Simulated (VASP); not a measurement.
The system is NbAs.

```
Nb As
1.0
     3.61353    0.00000    0.00000
     0.00000    3.61353    0.00000
     0.00000    0.00000    3.61353
Nb As
1 1
Direct
  0.00000 0.00000 0.00000
  0.50000 0.50000 0.50000
```

| Property | Result |
| --- | --- |
| Program | VASP 6.6.1 |
| Task | relaxation of cell and atoms |
| Functional | PBE |
| Potentials or basis | VASP PAW PBE potentials, release 64 (Nb_sv, As) |
| Cutoff | 500 eV |
| k mesh | 5 × 5 × 5 |
| Occupations | gaussian, width 0.2 eV |
| Spin | no spin polarisation |

At the start: pressure -26.4 GPa; volume 23.59 Å³/atom.

Task: Where does the relaxation end?

Result: Over 5 steps the energy falls by 802.2 meV/atom and the volume is 16.56 Å³/atom (-29.8 %); space group Pm-3m (No. 221, to 0.05 Å).

The path:
```tsv
step	energy change (eV)	largest force (eV/Å)	pressure (GPa)	volume (Å³)
1	0.0000	0.0000	-26.38	47.18
2	-0.0210	0.0000	82.19	25.32
3	-1.5990	0.0000	-2.89	33.78
4	-1.6039	0.0000	-0.92	33.37
5	-1.6044	0.0000	0.30	33.12
```

Final structure:
```
Nb As
1.0
     3.21149    0.00000    0.00000
     0.00000    3.21149    0.00000
     0.00000    0.00000    3.21149
Nb As
1 1
Direct
  0.00000 0.00000 0.00000
  0.50000 0.50000 0.50000
```

Caveat: the volume moved by over 15 % at a fixed basis, so the end points are rough.
